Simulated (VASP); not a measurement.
Set up this calculation in VASP 6.6.1, as the native input.

```
Task                   : single point
Functional             : PBEsol
Potentials or basis    : VASP PAW PBE potentials, release 64 (Ti_sv)
Cutoff                 : 520 eV
k mesh                 : 18 × 18 × 10
Occupations            : gaussian, width 0.15 eV
Spin                   : no spin polarisation
Dipole correction      : no
Further INCAR settings : ALGO = Fast; EDIFF = 1e-06; NBANDS = 19
```

The structure of Ti lies in POSCAR:

```
Ti
1.0
    2.9499978604      0.0000000000      0.0000000000
   -1.4749989302      2.5547730882      0.0000000000
    0.0000000000      0.0000000000      4.6860000000
Ti
2
Direct
    0.4214037773      0.8428075545      0.1539692702
    0.6666666667      0.3333333333      0.7500000000
```

This cell differs from its parent crystal: atom 1 (Ti) moved by (+0.450, -0.450) A along y and z.

One way to write it, as run:

INCAR

```
PREC = Accurate ; ENCUT = 520
EDIFF = 1E-6 ; ISMEAR = 0
SIGMA = 0.15 ; LREAL = False
LASPH = True ; NELM = 100
ALGO = Fast ; ISIF = 2
LWAVE = False ; LCHARG = True
GGA = PS ; LELF = True
LVHAR = True ; NBANDS = 19
```

KPOINTS

```
Automatic mesh
0
Gamma
  18 18 10
```

Potentials or basis: VASP PAW PBE potentials, release 64 (Ti_sv).

Run with:

```sh
$ cat potpaw_PBE.64/Ti_sv/POTCAR > POTCAR
$ mpirun -np 1 vasp_std > vasp.out
```

It gave:

The pressure is 0.1 GPa, the largest force is 2.449 eV/Å and the band gap on the k mesh is zero (bands 12 and 13 overlap by 1.05 eV).

Caveat: the cell differs from its parent crystal (atom 1 (Ti) moved by (+0.450, -0.450) A along y and z); the stress differs along the axes, from -8 to 4 GPa; the PAW data sets were made with another functional, which shifts forces and pressure a little.

Wall time 27 min on 1 thread of Intel(R) Xeon(R) Platinum 8259CL CPU @ 2.50GHz (Skylake/Cascade Lake), on a shared host, peak memory 0.55 GiB.
